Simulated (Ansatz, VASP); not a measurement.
**FeS2: VASP beside Ansatz**

INCAR

```
PREC = Accurate
ENCUT = 600
EDIFF = 1E-6
ISMEAR = 1
SIGMA = 0.2
LREAL = False
LASPH = True
NELM = 120
ALGO = Normal
ISIF = 2
LWAVE = False
LCHARG = False
GGA = PE
NBANDS = 29
GGA_COMPAT = False
```

Contents of KPOINTS:

```
Automatic mesh
0
Gamma
  4 4 6
```

Contents of POSCAR:

```
FeS2
1.0
    4.4308093927      0.0000000000      0.0000000000
    0.0000000000      5.4005595620      0.0000000000
    0.0000000000      0.0000000000      3.3792367813
Fe S
2 4
Direct
    0.5000000000      0.5000000000      0.5000000000
    0.0000000000      0.0000000000      0.0000000000
    0.2990463069      0.8778422770      0.5000000000
    0.7009536931      0.1221577230      0.5000000000
    0.2009536931      0.3778422770      0.0000000000
    0.7990463069      0.6221577230      0.0000000000
```

Input for Ansatz:

```yaml
crystal:
  lattice:
    - [4.4308093927, 0.0, 0.0]
    - [0.0, 5.400559562, 0.0]
    - [0.0, 0.0, 3.3792367813]
  atoms:
    - { symbol: Fe, position: [0.5, 0.5, 0.5] }
    - { symbol: Fe, position: [0.0, 0.0, 0.0] }
    - { symbol: S, position: [0.2990463069, 0.877842277, 0.5] }
    - { symbol: S, position: [0.7009536931, 0.122157723, 0.5] }
    - { symbol: S, position: [0.2009536931, 0.377842277, 0.0] }
    - { symbol: S, position: [0.7990463069, 0.622157723, 0.0] }
kpoints:
  mp_grid: { grid: [4, 4, 6] }
hamiltonian:
  xc: pbe
scf:
  occupations: { method: methfessel_paxton, width: 0.2 }
  n_extra_bands: 5
output:
  forces: true
  stress: true
  eigenvalues: true
```

Alike in both runs: task single point; functional PBE; k mesh 4 × 4 × 6; occupations methfessel-paxton of order 1, width 0.2 eV; no spin polarisation.

|  | VASP | Ansatz |
| --- | --- | --- |
| version | VASP 6.6.1 | Ansatz 0.2.0 |
| potentials or method | VASP PAW PBE potentials, release 64 (Fe, S) | plane waves |
| plane-wave cutoff (eV) | 600 | 420 |
| valence electrons in the cell | 40 | 56 |

VASP gave:

| Item | Value |
| --- | --- |
| pressure (GPa) | 0.9 |
| traceless stress, the component that is largest in VASP (GPa) | -0.17 |
| rms of the force components (eV/Å) | 0.120 |

Q: Which values does Ansatz return?

A: Pressure (GPa): 0.8; traceless stress, the component that is largest in VASP (GPa): -0.35; rms of the force components (eV/Å): 0.156.

Atom by atom the forces differ by 0.036 eV/Å (rms over components). With one functional, cell and mesh, what is left measures potentials, basis and numerics. VASP's potentials hold 40 valence electrons a cell and Ansatz's 56, so a difference there can come from the potentials and not from the codes.
